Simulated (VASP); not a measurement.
# Li2Se (Fm-3m) in VASP: a series of runs

Runs on Li2Se. Level: PBE. Tasks: single point, relaxation of the atoms.

Program: VASP 6.6.1. These are calculated values, not measurements. Logs are shortened: lines on timing, memory, paths and dates and some standing lists are left out, and cuts for length are marked.

### 1 The cell of the first run

The structure is cubic, space group Fm-3m (No. 225). The conventional cell has a = 6.005 Å, b = 6.005 Å, c = 6.005 Å, α = 90.00°, β = 90.00°, γ = 90.00°. Li (site symmetry -43m) has 4 Se at 2.60 Å and 6 Li at 3.00 Å within 3.4 Å. Se (site symmetry m-3m) has 8 Li at 2.60 Å within 3.4 Å.

### 2 Single point, PBE

INCAR

```
SYSTEM = Li2Se
PREC     = Accurate       ! precision mode
ENCUT    = 750            ! plane-wave cutoff, eV
EDIFF    = 1E-6           ! SCF threshold, eV
ISMEAR   = -1             ! smearing method
SIGMA    = 0.02           ! smearing width, eV
LREAL    = .False.        ! projectors in reciprocal space
LASPH    = .True.         ! aspherical terms in the spheres
NELM     = 120            ! most SCF steps
ALGO     = Normal         ! electronic algorithm
ISIF     = 2              ! what is computed and relaxed
LWAVE    = .False.        ! write WAVECAR
LCHARG   = .True.         ! write CHGCAR
GGA      = PE             ! functional
LELF     = .True.         ! ELF
LVHAR    = .True.       
NBANDS   = 13             ! bands
GGA_COMPAT= .False.
```

KPOINTS

```
Automatic mesh
0
Gamma
  8 8 8
  0 0 0
```

POSCAR

```
Li2Se
1.0
    0.0000000000      3.0025000000      3.0025000000
    3.0025000000      0.0000000000      3.0025000000
    3.0025000000      3.0025000000      0.0000000000
Li Se
2 1
Direct
    0.2500000000      0.2500000000      0.2500000000
    0.7500000000      0.7500000000      0.7500000000
    0.0000000000      0.0000000000      0.0000000000
```

Potentials or basis: VASP PAW PBE potentials, release 64 (Li_sv, Se).

Run with:

```console
cat potpaw_PBE.64/Li_sv/POTCAR potpaw_PBE.64/Se/POTCAR > POTCAR
mpirun -np 1 vasp_std > vasp.out
```

OUTCAR:

```text
SYSTEM = Li2Se
   PREC = Accurate
   ENCUT = 750
   EDIFF = 1E-6
   ISMEAR = -1
   LREAL = .False.
   LASPH = .True.
   NELM = 120
   ISIF = 2
   GGA = PE

 ion  position               nearest neighbor table
   1  0.250  0.250  0.250-   3 2.60   3 2.60   3 2.60   3 2.60
   2  0.750  0.750  0.750-   3 2.60   3 2.60   3 2.60   3 2.60
   3  0.000  0.000  0.000-   1 2.60   2 2.60   2 2.60   2 2.60   2 2.60   1 2.60   1 2.60   1 2.60

  LATTYP: Found a face centered cubic cell.
 ALAT       =     6.0050000000

  Lattice vectors:

 A1 = (   0.0000000000,   3.0025000000,   3.0025000000)
 A2 = (   3.0025000000,   0.0000000000,   3.0025000000)
 A3 = (   3.0025000000,   3.0025000000,   0.0000000000)

Analysis of symmetry for initial positions (statically):
=====================================================================
 Subroutine PRICEL returns:
 Original cell was already a primitive cell.

 Routine SETGRP: Setting up the symmetry group for a
 face centered cubic supercell.

 Subroutine GETGRP returns: Found 48 space group operations
 (whereof 48 operations were pure point group operations)
 out of a pool of 48 trial point group operations.

The static configuration has the point symmetry O_h .

Analysis of symmetry for dynamics (positions and initial velocities):
=====================================================================
 Subroutine PRICEL returns:
 Original cell was already a primitive cell.

 Routine SETGRP: Setting up the symmetry group for a
 face centered cubic supercell.

 Subroutine GETGRP returns: Found 48 space group operations
 (whereof 48 operations were pure point group operations)
 out of a pool of 48 trial point group operations.

The dynamic configuration has the point symmetry O_h .

 Subroutine INISYM returns: Found 48 space group operations
 (whereof 48 operations are pure point group operations),
 and found     1 'primitive' translations

----------------------------------------------------------------------------------------

                                     Primitive cell

  volume of cell :      54.1351

  direct lattice vectors                    reciprocal lattice vectors
     0.000000000  3.002500000  3.002500000    -0.166527893  0.166527893  0.166527893
     3.002500000  0.000000000  3.002500000     0.166527893 -0.166527893  0.166527893
     3.002500000  3.002500000  0.000000000     0.166527893  0.166527893 -0.166527893

  length of vectors
     4.246176221  4.246176221  4.246176221     0.288434772  0.288434772  0.288434772

  position of ions in fractional coordinates (direct lattice)
     0.250000000  0.250000000  0.250000000
     0.750000000  0.750000000  0.750000000
     0.000000000  0.000000000  0.000000000

  ion indices of the primitive-cell ions
   primitive index   ion index
                 1           1
                 2           2
                 3           3

----------------------------------------------------------------------------------------

 KPOINTS: Automatic mesh

Automatic generation of k-mesh.
 Grid dimensions read from file:
 generate k-points for:    8    8    8

 Generating k-lattice:

  Cartesian coordinates                     Fractional coordinates (reciprocal lattice)
    -0.020815987  0.020815987  0.020815987     0.125000000  0.000000000  0.000000000
     0.020815987 -0.020815987  0.020815987     0.000000000  0.125000000  0.000000000
     0.020815987  0.020815987 -0.020815987     0.000000000  0.000000000  0.125000000

  Length of vectors
     0.036054347  0.036054347  0.036054347

  Shift w.r.t. Gamma in fractional coordinates (k-lattice)
     0.000000000  0.000000000  0.000000000

 Subroutine IBZKPT returns following result:
 ===========================================

 Found     29 irreducible k-points:

 Following reciprocal coordinates:
            Coordinates               Weight
  0.000000  0.000000  0.000000      1.000000
  0.125000  0.000000  0.000000      8.000000
  0.250000  0.000000  0.000000      8.000000
  0.375000  0.000000  0.000000      8.000000
  0.500000  0.000000  0.000000      4.000000
  0.125000  0.125000  0.000000      6.000000
[... 16 lines left out ...]
  0.500000  0.250000  0.125000     48.000000
 -0.375000  0.250000  0.125000     24.000000
 [... further k-points ...]
   k-points           NKPTS =     29   k-points in BZ     NKDIM =     29   number of bands    NBANDS=     13
   number of dos      NEDOS =    301   number of ions     NIONS =      3
   total plane-waves  NPLWV =  64000
   dimension x,y,z NGX =    40 NGY =   40 NGZ =   40
   dimension x,y,z NGXF=    80 NGYF=   80 NGZF=   80
   ions per type =               2   1
   NGX,Y,Z   is equivalent  to a cutoff of  15.66, 15.66, 15.66 a.u.
   NGXF,Y,Z  is equivalent  to a cutoff of  31.32, 31.32, 31.32 a.u.
 SYSTEM =  Li2Se
   PREC   = accura    normal or accurate (medium, high low for compatibility)
   ISTART =      0    job   : 0-new  1-cont  2-samecut
   ICHARG =      2    charge: 1-file 2-atom 10-const
   ISPIN  =      1    spin polarized calculation?
   LNONCOLLINEAR =      F non collinear calculations
   LSORBIT =      F    spin-orbit coupling
   LASPH  =      T    aspherical Exc in radial PAW
   ENCUT  =  750.0 eV  55.12 Ry    7.42 a.u.   9.48  9.48  9.48*2*pi/ulx,y,z
   NELM   =    120;   NELMIN=  2; NELMDL= -5     # of ELM steps
   EDIFF  = 0.1E-05   stopping-criterion for ELM
   LREAL  =      F    real-space projection
   EDIFFG = 0.1E-04   stopping-criterion for IOM
   NSW    =      0    number of steps for IOM
   IBRION =     -1    ionic relax: 0-MD 1-quasi-New 2-CG
   NFREE  =      0    steps in history (QN), initial steepest desc. (CG)
   ISIF   =      2    stress and relaxation
   ISYM   =      2    0-nonsym 1-usesym 2-fastsym
   POTIM  = 0.5000    time-step for ionic-motion
   TEBEG  =    0.0;   TEEND  =   0.0 temperature during run
   PSTRESS=    0.0 pullay stress
   NELECT =      12.0000    total number of electrons
   NUPDOWN=      -1.0000    fix difference up-down
   EMIN   =  10.00;   EMAX   =-10.00  energy-range for DOS
   EFERMI =   0.00;   METHOD = LEGACY
   ISMEAR =    -1;   SIGMA  =   0.02  broadening in eV -4-tet -1-fermi 0-gaus
   EFERMI_NEDOS =   21; number of points for ismear=-14 and -15
   IALGO  =     38    algorithm
   IMIX   =      4    mixing-type and parameters
     AMIX     =   0.40;   BMIX     =  1.00
     AMIX_MAG =   1.60;   BMIX_MAG =  1.00
  volume/ion in A,a.u.               =      18.05       121.77
  Fermi-wavevector in a.u.,A,eV,Ry     =   0.990776  1.872296 13.355989  0.981637
  Thomas-Fermi vector in A             =   2.122471
   LORBIT       =      0    0 simple, 1 ext, 2 COOP (PROOUT), +10 PAW based schemes
   GGA     = PE    functional components
   LHFCALC =     F    Hartree Fock is set to
   AEXX    =    0.0000 exact exchange contribution
   IVDW    =     0    specifies the selected vdW correction
   LEPSILON=     F    determine dielectric tensor
   LRPA    =     F    only Hartree local field effects (RPA)
 non-spin polarized calculation
  energy-cutoff  :      750.00
  volume of cell :       54.14
 maximum number of plane-waves:      2565
 NGX is ok and might be reduce to    40
   NGX = 19   NGY = 19   NGZ = 19

 number of electron      12.0000004 magnetization

 Free energy of the ion-electron system (eV)
  ---------------------------------------------------
  ext. energy  EPLUGINS =         0.00000000
  ---------------------------------------------------
  free energy    TOTEN  =       -11.13102304 eV

  energy without entropy =      -11.13102304  energy(sigma->0) =      -11.13102304

 E-fermi :   1.3941     XC(G=0):  -8.2618

 val. band max:        0.9953824041   @ k =   0.0000   0.0000   0.0000
 cond. band min:       3.9703405987   @ k =   0.5000   0.5000   0.0000
 fundamental gap:      2.9749581946
 Fermi energy:         1.3940521602

 k-point     1 :       0.0000    0.0000    0.0000
  band No.  band energies     occupation
      1     -43.7164      2.00000
      2     -43.6927      2.00000
      3     -10.3937      2.00000
      4       0.9954      2.00000
      5       0.9954      2.00000
      6       0.9954      2.00000
      7       4.3788      0.00000
      8       6.6150      0.00000
      9       6.6150      0.00000
     10       6.6150      0.00000
     11      11.5751      0.00000
     12      11.5751      0.00000
     13      11.9149      0.00000

 k-point     2 :       0.1250    0.0000    0.0000
  band No.  band energies     occupation
      1     -43.7155      2.00000
      2     -43.6935      2.00000
      3     -10.3453      2.00000
      4       0.3439      2.00000
      5       0.9034      2.00000
      6       0.9034      2.00000
      7       4.8682      0.00000
      8       6.8435      0.00000
      9       6.8436      0.00000
     10       6.9780      0.00000
     11      10.3764      0.00000
     12      10.3764      0.00000
     13      12.0122      0.00000

 k-point     3 :       0.2500    0.0000    0.0000
  band No.  band energies     occupation
      1     -43.7128      2.00000
      2     -43.6960      2.00000
      3     -10.2219      2.00000
      4      -0.7605      2.00000
      5       0.7058      2.00000
      6       0.7058      2.00000
      7       5.5190      0.00000
      8       7.1558      0.00000
      9       7.1558      0.00000
     10       7.8759      0.00000
     11      10.0252      0.00000
     12      10.0252      0.00000
     13      12.3612      0.00000
[... 305 lines left out ...]
 k-point    23 :       0.5000    0.2500    0.1250
  band No.  band energies     occupation
      1     -43.7078      2.00000
      2     -43.7005      2.00000
      3     -10.0195      2.00000
      4      -1.3959      2.00000
      5      -0.2781      2.00000
      6       0.2100      2.00000
      7       6.1791      0.00000
      8       6.9826      0.00000
      9       8.2353      0.00000
     10       8.7495      0.00000
     11      10.3018      0.00000
     12      12.2234      0.00000
     13      14.0047      0.00000

 k-point    24 :      -0.3750    0.2500    0.1250
  band No.  band energies     occupation
      1     -43.7041      2.00000
      2     -43.7041      2.00000
      3      -9.9721      2.00000
      4      -1.6126      2.00000
      5      -0.3102      2.00000
      6       0.0676      2.00000
      7       6.4017      0.00000
      8       6.7510      0.00000
      9       8.6355      0.00000
     10       9.3587      0.00000
     11      10.3632      0.00000
     12      11.7069      0.00000
     13      13.6091      0.00000

 [... further k-points ...]

------------------------ aborting loop because EDIFF is reached ----------------------------------------

  FORCE on cell =-STRESS in cart. coord.  units (eV):
  Direction    XX          YY          ZZ          XY          YZ          ZX
  --------------------------------------------------------------------------------------
  -------------------------------------------------------------------------------------
  Total       -0.0140785     -0.0140785     -0.0140785      0.0000000      0.0000000      0.0000000
  in kB       -0.4166665     -0.4166665     -0.4166665      0.0000000      0.0000000      0.0000000
  external PRESSURE =      -0.4166665 kB  Pullay stress =       0.0000000 kB

 VOLUME and BASIS-vectors are now :
 -----------------------------------------------------------------------------
  energy-cutoff  :      750.00
  volume of cell :       54.14
      direct lattice vectors                 reciprocal lattice vectors
     0.000000000  3.002500000  3.002500000    -0.166527893  0.166527893  0.166527893
     3.002500000  0.000000000  3.002500000     0.166527893 -0.166527893  0.166527893
     3.002500000  3.002500000  0.000000000     0.166527893  0.166527893 -0.166527893

 POSITION                                       TOTAL-FORCE (eV/Angst)
 -----------------------------------------------------------------------------------
      1.50125      1.50125      1.50125         0.000000      0.000000      0.000000
      4.50375      4.50375      4.50375        -0.000000     -0.000000     -0.000000
      0.00000      0.00000      0.00000        -0.000000     -0.000000     -0.000000
 -----------------------------------------------------------------------------------
    total drift:                                0.000000     -0.000000      0.000000

  FREE ENERGIE OF THE ION-ELECTRON SYSTEM (eV)
  ---------------------------------------------------
  free  energy   TOTEN  =       -11.1310230423 eV

  energy  without entropy=      -11.1310230423  energy(sigma->0) =      -11.13102304
```

It took 23 s on 1 thread of AMD EPYC 9R45 (Zen 5), shared host; peak memory 0.22 GiB.

What came out:

| Item | Value |
| --- | --- |
| Free energy | -11.1310 eV |
| Pressure | 0.0 GPa |
| Band gap on the k mesh | 2.97 eV (least direct gap 3.38 eV) |

A k mesh can miss the band edges. Expect the measured gap to be larger: semilocal functionals such as PBE lack the derivative discontinuity.

### 3 Relaxation of the atoms, PBE

INCAR

```
PREC = Accurate
ENCUT = 650
EDIFF = 1E-7
ISMEAR = -1
SIGMA = 0.02
LREAL = False
LASPH = True
NELM = 120
ALGO = Normal
ISIF = 2
LWAVE = False
LCHARG = False
GGA = PE
IBRION = 2
NSW = 80
EDIFFG = -0.02
GGA_COMPAT = False
NELMIN = 4
```

KPOINTS

```
regular mesh
0
Gamma
  8 8 8
```

POSCAR is that of step 2.

Potentials or basis: VASP PAW PBE potentials, release 64 (Li_sv, Se).

Run with:

```console
cat potpaw_PBE.64/Li_sv/POTCAR potpaw_PBE.64/Se/POTCAR > POTCAR
mpirun -np 1 vasp_std > vasp.out
```

It took 13 s on 1 thread of AMD EPYC 9R45 (Zen 5), shared host; peak memory 0.18 GiB.

Results (log left out):

| Quantity | Value |
| --- | --- |
| Free energy | -11.1319 eV |
| Pressure after relaxing | -0.1 GPa |
| Band gap on the k mesh | 2.97 eV (least direct gap 3.39 eV) |

Final structure:
```cif
data_structure
_symmetry_space_group_name_H-M 'P 1'
_symmetry_Int_Tables_number 1
_cell_length_a 4.2462
_cell_length_b 4.2462
_cell_length_c 4.2462
_cell_angle_alpha 60.000
_cell_angle_beta 60.000
_cell_angle_gamma 60.000
_cell_volume 54.14
loop_
_atom_site_label
_atom_site_type_symbol
_atom_site_fract_x
_atom_site_fract_y
_atom_site_fract_z
_atom_site_occupancy
Li1 Li 0.25000 0.25000 0.25000 1
Li2 Li 0.75000 0.75000 0.75000 1
Se1 Se 0.00000 0.00000 0.00000 1
```

Levels at points of the mesh, in eV from the valence-band top:
| k point | band 3 | band 4 | band 5 | band 6 | band 7 | band 8 | band 9 | band 10 |
| --- | --- | --- | --- | --- | --- | --- | --- | --- |
| (0.00, 0.00, 0.00) | -11.39 | 0.00 | 0.00 | 0.00 | 3.39 | 5.62 | 5.62 | 5.62 |
| (0.50, 0.00, 0.00) | -11.02 | -2.90 | -0.53 | -0.53 | 5.11 | 5.96 | 5.96 | 7.94 |
| (0.50, 0.50, 0.00) | -10.91 | -2.27 | -1.44 | -1.44 | 2.97 | 6.17 | 10.31 | 10.31 |

Caveat: the relaxation stopped at its first step, so nothing moved.
